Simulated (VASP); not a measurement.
Here is a VASP 6.6.1 calculation.

Contents of INCAR:

```
PREC = Accurate
ENCUT = 520
EDIFF = 1E-6
ISMEAR = 0
SIGMA = 0.1
LREAL = F
LASPH = T
NELM = 80
ALGO = Normal
ISIF = 2
LWAVE = F
LCHARG = F
GGA = PE
NBANDS = 20
```

Contents of KPOINTS:

```
regular mesh
0
Gamma
  14 6 8
```

File POSCAR:

```
Al3H
1.0
    2.8686685790      0.0000000000      0.0546124554
    0.0000000000      8.5764742214      0.0000000000
   -0.0860078109      0.0000000000      4.3946902226
Al H
6 2
Direct
    0.7500127703      0.5723298166      0.2590430926
    0.2499872297      0.0723298166      0.7409569074
    0.2499872297      0.4276701834      0.7409569074
    0.7500127703      0.9276701834      0.2590430926
    0.2497213322      0.7500000000      0.8354735095
    0.7502786678      0.2500000000      0.1645264905
    0.2503130043      0.2500000000      0.4598272752
    0.7496869957      0.7500000000      0.5401727248
```

Potentials or basis: VASP PAW PBE potentials, release 64 (Al, H).

Run with:

```console
$ cat potpaw_PBE.64/Al/POTCAR potpaw_PBE.64/H/POTCAR > POTCAR
$ mpirun -np 1 vasp_std > vasp.out
```

(1) What does it give for the pressure?

(2) Estimate the band gap on the k mesh.

Answers

(1) -0.1 GPa.

(2) zero (bands 10 and 11 overlap by 4.41 eV).
